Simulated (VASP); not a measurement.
# MgCd2SO2 (I4/mmm) in VASP: notebook, part 2 of 2

VASP 6.6.1. Earlier steps stand in the parts before.

**3. Single point, PBE**

This run uses another cell than the first one, of 19.74 Å³/atom.

File INCAR:

```
SYSTEM = MgCd2SO2
PREC     = Accurate       ! precision mode
ENCUT    = 520            ! plane-wave cutoff, eV
EDIFF    = 1E-6           ! SCF threshold, eV
ISMEAR   = 0              ! smearing method
SIGMA    = 0.1            ! smearing width, eV
LREAL    = .FALSE.        ! projectors in reciprocal space
LASPH    = .TRUE.         ! aspherical terms in the spheres
NELM     = 60             ! most SCF steps
ALGO     = Normal         ! electronic algorithm
ISIF     = 2              ! what is computed and relaxed
LWAVE    = .FALSE.        ! write WAVECAR
LCHARG   = .TRUE.         ! write CHGCAR
GGA      = PE             ! functional
LELF     = .TRUE.         ! ELF
LVHAR    = .TRUE.       
NBANDS   = 31             ! bands
```

File KPOINTS:

```
Automatic mesh
0
G
  4 4 4
  0 0 0
```

File POSCAR:

```
MgCd2SO2
1.0
   -2.8338795100      2.8338795100      3.6877217800
    2.8338795100     -2.8338795100      3.6877217800
    2.8338795100      2.8338795100     -3.6877217800
Mg Cd S O
1 2 1 2
Direct
    0.5000000000      0.5000000000      0.0000000000
    0.7500000000      0.2500000000      0.5000000000
    0.2500000000      0.7500000000      0.5000000000
    0.0000000000      0.0000000000      0.0000000000
    0.1960969000      0.1960969000      0.0000000000
    0.8039031000      0.8039031000      0.0000000000
```

Potentials or basis: VASP PAW PBE potentials, release 64 (Mg, Cd, S, O).

Command:

```bash
cat potpaw_PBE.64/Mg/POTCAR potpaw_PBE.64/Cd/POTCAR potpaw_PBE.64/S/POTCAR potpaw_PBE.64/O/POTCAR > POTCAR
mpirun -np 1 vasp_std > vasp.out
```

OUTCAR:

```text
SYSTEM = MgCd2SO2
   PREC = Accurate
   ENCUT = 520
   EDIFF = 1E-6
   ISMEAR = 0
   LREAL = .FALSE.
   LASPH = .TRUE.
   NELM = 60
   ISIF = 2
   GGA = PE

 ion  position               nearest neighbor table
   1  0.500  0.500  0.000-   5 2.24   6 2.24   2 3.38   3 3.38   3 3.38   2 3.38   2 3.38   3 3.38
                             3 3.38   2 3.38
   2  0.750  0.250  0.500-   6 2.86   5 2.86   6 2.86   5 2.86   1 3.38   1 3.38   1 3.38   1 3.38
                             3 3.69   3 3.69
   3  0.250  0.750  0.500-   6 2.86   5 2.86   6 2.86   5 2.86   1 3.38   1 3.38   1 3.38   1 3.38
                             2 3.69   2 3.69
   4  0.000  0.000  0.000-   5 1.45   6 1.45
   5  0.196  0.196  0.000-   4 1.45   1 2.24   2 2.86   3 2.86   2 2.86   3 2.86
[... 638 lines left out ...]
  Total        3.0569388      3.0569388     17.9177848      0.0000000      0.0000000      0.0000000
  in kB       41.3443748     41.3443748    242.3338022      0.0000000      0.0000000      0.0000000
  external PRESSURE =     108.3408506 kB  Pullay stress =       0.0000000 kB

 VOLUME and BASIS-vectors are now :
 -----------------------------------------------------------------------------
  energy-cutoff  :      520.00
  volume of cell :      118.46
      direct lattice vectors                 reciprocal lattice vectors
    -2.833879510  2.833879510  3.687721780     0.000000000  0.176436577  0.135585066
     2.833879510 -2.833879510  3.687721780     0.176436577  0.000000000  0.135585066
     2.833879510  2.833879510 -3.687721780     0.176436577  0.176436577  0.000000000

 POSITION                                       TOTAL-FORCE (eV/Angst)
 -----------------------------------------------------------------------------------
      0.00000      0.00000      3.68772         0.000000      0.000000      0.000000
     -0.00000      2.83388      1.84386         0.000000      0.000000      0.000000
      2.83388     -0.00000      1.84386         0.000000      0.000000      0.000000
      0.00000      0.00000      0.00000         0.000000      0.000000     -0.000000
      0.00000      0.00000      1.44630        -0.000000     -0.000000      8.213345
      0.00000      0.00000      5.92914        -0.000000     -0.000000     -8.213345
 -----------------------------------------------------------------------------------
    total drift:                                0.000000      0.000000     -0.000000

  FREE ENERGIE OF THE ION-ELECTRON SYSTEM (eV)
  ---------------------------------------------------
  free  energy   TOTEN  =       -15.6307109550 eV

  energy  without entropy=      -15.5970789479  energy(sigma->0) =      -15.61389495
```

OSZICAR:

```text
N       E                     dE             d eps       ncg     rms          rms(c)
DAV:   1     0.314036215897E+03    0.31404E+03   -0.21664E+04   806   0.129E+03
DAV:   2     0.291558906668E+01   -0.31112E+03   -0.29474E+03   911   0.328E+02
DAV:   3    -0.192705942863E+02   -0.22186E+02   -0.21821E+02   960   0.877E+01
DAV:   4    -0.195202270215E+02   -0.24963E+00   -0.24927E+00   862   0.888E+00
DAV:   5    -0.195233919773E+02   -0.31650E-02   -0.31646E-02   967   0.933E-01    0.460E+01
DAV:   6    -0.166114915308E+02    0.29119E+01   -0.39339E+01  1041   0.346E+01    0.229E+01
DAV:   7    -0.156831783141E+02    0.92831E+00   -0.75883E+00   958   0.159E+01    0.146E+01
DAV:   8    -0.156567698213E+02    0.26408E-01   -0.65112E-01   806   0.507E+00    0.190E+00
DAV:   9    -0.156298785170E+02    0.26891E-01   -0.15862E-01   955   0.220E+00    0.420E-01
DAV:  10    -0.156309621630E+02   -0.10836E-02   -0.14095E-02   878   0.767E-01    0.346E-01
DAV:  11    -0.156307103609E+02    0.25180E-03   -0.10579E-03   912   0.163E-01    0.243E-01
DAV:  12    -0.156306992859E+02    0.11075E-04   -0.17334E-04   924   0.806E-02    0.750E-02
DAV:  13    -0.156307208401E+02   -0.21554E-04   -0.57144E-05   876   0.463E-02    0.372E-02
DAV:  14    -0.156307108218E+02    0.10018E-04   -0.29476E-05   971   0.283E-02    0.156E-02
DAV:  15    -0.156307109550E+02   -0.13322E-06   -0.36346E-06   876   0.816E-03
   1 F= -.15630711E+02 E0= -.15613895E+02  d E =-.336320E-01
```

Run time: 40 s. Hardware: 1 thread of Intel Xeon 6975P-C (Granite Rapids), shared host; peak memory 0.28 GiB.

Results:

| Item | Value |
| --- | --- |
| Free energy | -15.6307 eV |
| Pressure | 10.8 GPa |
| Largest force | 8.213 eV/Å |
| Band gap on the k mesh | zero (bands 22 and 23 overlap by 0.30 eV) |

Forces in eV/Å, atoms in the order of the input:
```
Mg   0.000  0.000  0.000
Cd   0.000  0.000  0.000
Cd   0.000  0.000  0.000
S    0.000  0.000  0.000
O    0.000  0.000  8.213
O    0.000  0.000 -8.213
```

Stress tensor (GPa, compression positive):
```
 4.13  0.00  0.00
 0.00  4.13  0.00
 0.00  0.00 24.23
```

Levels at points of the mesh, in eV from the Fermi level:
| k point | band 20 | band 21 | band 22 | band 23 | band 24 | band 25 |
| --- | --- | --- | --- | --- | --- | --- |
| (0.00, 0.00, 0.00) | -0.38 | -0.24 | -0.24 | 0.20 | 1.16 | 3.40 |
| (0.50, 0.00, 0.00) | -2.26 | -0.82 | -0.11 | 0.17 | 1.48 | 1.70 |
| (0.50, 0.50, 0.00) | -2.03 | -1.29 | 0.25 | 0.26 | 0.36 | 2.40 |
| (0.50, 0.50, 0.50) | -2.26 | -1.78 | -1.59 | 0.28 | 0.28 | 1.29 |

Caveat: the cell stands under pressure; semilocal functionals underestimate gaps, so a narrow gap can read as zero; forces of over 1 eV/Å act on the atoms, so gaps and moduli don't describe the material at rest.

**4. Single point, PBE**

File INCAR:

```
  PREC = Accurate
  ENCUT = 520
  EDIFF = 1E-6
  ISMEAR = 0
  SIGMA = 0.1
  LREAL = F
  LASPH = T
  NELM = 60
  ALGO = Normal
  ISIF = 2
  LWAVE = F
  LCHARG = F
  GGA = PE
  NBANDS = 31
```

File KPOINTS:

```
Automatic mesh
0
Gamma
  6 6 6
```

File POSCAR:

```
MgCd2SO2
1.0
   -2.1291549726      2.1291549726      5.4631669211
    2.1291549726     -2.1291549726      5.4631669211
    2.1291549726      2.1291549726     -5.4631669211
Mg Cd S O
1 2 1 2
Direct
    0.5000000000      0.5000000000      0.0000000000
    0.7500000000      0.2500000000      0.5000000000
    0.2500000000      0.7500000000      0.5000000000
    0.0000000000      0.0000000000      0.0000000000
    0.3217536966      0.3217536966      0.0000000000
    0.6782463034      0.6782463034      0.0000000000
```

Command:

```bash
cat potpaw_PBE.64/Mg/POTCAR potpaw_PBE.64/Cd/POTCAR potpaw_PBE.64/S/POTCAR potpaw_PBE.64/O/POTCAR > POTCAR
mpirun -np 1 vasp_std > vasp.out
```

Wall time 1.8 min (1 thread of Intel Xeon 6975P-C (Granite Rapids), shared host); peak memory 0.37 GiB.

It converged, with:

```
Free energy            : -23.5547 eV
Pressure               : 0.9 GPa
Largest force          : 0.117 eV/Å
Band gap on the k mesh : 0.19 eV (least direct gap 0.39 eV)
```

Forces on the atoms (eV/Å):
```
Mg   0.000  0.000  0.000
Cd   0.000  0.000  0.000
Cd   0.000  0.000  0.000
S    0.000  0.000  0.000
O    0.000  0.000  0.117
O    0.000  0.000 -0.117
```

Stress tensor (GPa, compression positive):
```
1.00 0.00 0.00
0.00 1.00 0.00
0.00 0.00 0.56
```

Levels at points of the mesh, in eV from the valence-band top:
| k point | band 18 | band 19 | band 20 | band 21 | band 22 | band 23 | band 24 | band 25 | band 26 | band 27 |
| --- | --- | --- | --- | --- | --- | --- | --- | --- | --- | --- |
| (0.00, 0.00, 0.00) | -1.95 | -1.95 | -0.37 | -0.21 | -0.21 | 0.19 | 4.25 | 4.81 | 5.11 | 6.98 |
| (0.50, 0.00, 0.00) | -2.38 | -2.01 | -1.28 | -0.10 | -0.06 | 2.62 | 3.99 | 4.81 | 7.14 | 7.21 |
| (0.50, 0.50, 0.00) | -2.84 | -1.90 | -0.89 | -0.49 | -0.24 | 3.77 | 4.92 | 5.59 | 5.91 | 6.51 |
| (0.50, 0.50, 0.50) | -1.88 | -1.88 | -1.30 | -0.07 | -0.07 | 2.88 | 3.34 | 3.42 | 5.82 | 8.10 |

A k mesh can miss the band edges.

**5. Overview**

```tsv
cell	k mesh	gap on the mesh (eV)	pressure (GPa)	largest force (eV/Å)
a = 6.238 Å, angles 140.1, 140.1, 57.7°, 6 atoms, atomic positions A	4 × 4 × 4	0.23	0.9	0.11
a = 5.446 Å, angles 117.3, 117.3, 94.8°, 6 atoms, atomic positions B	4 × 4 × 4	none	10.8	8.21
a = 6.238 Å, angles 140.1, 140.1, 57.7°, 6 atoms, atomic positions A	6 × 6 × 6	0.19	0.9	0.12
```

Alike in all rows: task single point; level PBE; potentials or basis VASP PAW PBE potentials, release 64 (Mg, Cd, S, O); no spin polarisation; cutoff (eV) 520; smearing gaussian 0.1 eV.

Caveats: the cell stands under pressure (at least some runs); semilocal functionals underestimate gaps, so a narrow gap can read as zero (at least some runs); forces of over 1 eV/Å act on the atoms, so gaps and moduli don't describe the material at rest (at least some runs).

Total energies depend on the potentials used, so only differences within one code and one set of settings carry meaning.
